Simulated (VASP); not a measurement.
**GaSb: single point with PBEsol**

The system is GaSb.

```
Ga Sb
1.0
     0.00000    3.07748    3.07748
     3.07748    0.00000    3.07748
     3.07748    3.07748    0.00000
Ga Sb
1 1
Cartesian
  0.0000 0.0000 0.0000
  4.6162 4.6162 4.6162
```

```yaml
Program: VASP 6.6.1
Task: single point
Functional: PBEsol
Potentials_or_basis: VASP PAW PBE potentials, release 64 (Ga_d, Sb)
Cutoff: 520 eV
k_mesh: 12 × 12 × 12
Occupations: fermi-dirac, width 0.15 eV
Spin: no spin polarisation
Dipole_correction: no
Further_INCAR_settings: ALGO = Normal; EDIFF = 1e-06; NBANDS = 16
```

* Pressure: -0.9 GPa
* Band gap on the k mesh: zero (filled and empty bands touch)

Levels at points of the mesh, in eV from the Fermi level:
```tsv
k point	band 6	band 7	band 8	band 9	band 10	band 11	band 12	band 13
(0.00, 0.00, 0.00)	-11.56	-0.32	-0.18	-0.18	-0.18	2.58	2.58	2.58
(0.50, 0.00, 0.00)	-9.97	-6.49	-1.31	-1.31	0.13	3.54	3.54	6.15
(0.50, 0.50, 0.00)	-9.17	-6.93	-2.70	-2.70	0.68	1.01	8.37	8.37
```

Run time: 52 s on 1 thread of Intel(R) Xeon(R) Platinum 8259CL CPU @ 2.50GHz (Skylake/Cascade Lake), with other jobs on the host, peak memory 0.22 GiB.

Caveat: the PAW data sets were made with another functional, which shifts forces and pressure a little; spin-orbit coupling is left out, which moves the levels of the heavy elements.
